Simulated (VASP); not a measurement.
Write the native input for VASP 6.6.1 that does the following.

* Task: single point
* Functional: LDA
* Potentials or basis: VASP PAW LDA potentials, release 64 (Mn_pv, O)
* Cutoff: 520 eV
* k mesh: 10 × 10 × 10
* Occupations: fermi-dirac, width 0.05 eV
* Spin: collinear spin, ferromagnetic start
* Starting moments: [4.0, 0.0] μB
* Dipole correction: no
* Further INCAR settings: ALGO = Normal; EDIFF = 1e-06; NBANDS = 20

The structure of MnO lies in POSCAR:

```
MnO
1.0
    0.0000000000      2.2089816980      2.2089816980
    2.2089816980      0.0000000000      2.2089816980
    2.2089816980      2.2089816980      0.0000000000
Mn O
1 1
Direct
    0.0000000000      0.0000000000      0.0000000000
    0.5000000000      0.5000000000      0.5000000000
```

These files were run (other wordings do the same):

INCAR

```
SYSTEM = MnO
  PREC = Accurate
  ENCUT = 520
  EDIFF = 1E-6
  ISMEAR = -1
  SIGMA = 0.05
  LREAL = .FALSE.
  LASPH = .TRUE.
  NELM = 150
  ALGO = Normal
  ISIF = 2
  LWAVE = .FALSE.
  LCHARG = .FALSE.
  ISPIN = 2
  MAGMOM = 4 0
  LORBIT = 11
  LMAXMIX = 4
  GGA = CA
  NBANDS = 20
```

KPOINTS

```
Automatic mesh
0
G
  10 10 10
  0 0 0
```

Potentials or basis: VASP PAW LDA potentials, release 64 (Mn_pv, O).

Command:

```bash
$ cat potpaw_LDA.64/Mn_pv/POTCAR potpaw_LDA.64/O/POTCAR > POTCAR
$ mpirun -np 1 vasp_std > vasp.out
```

It gave:

* Pressure: -16.6 GPa
* Net moment: 4.44 μB per cell
* Site moments: Mn +4.05; O +0.17 μB
* Valence electrons inside the program's atomic spheres: Mn 11.40; O 4.93

Caveat: the cell stands under tension; a cell with one magnetic atom can't hold antiferromagnetic order, which such compounds often take.

Wall time 12 s on 1 thread of Intel(R) Xeon(R) 6975P-C (Granite Rapids), with other jobs on the host, peak memory 0.15 GiB.
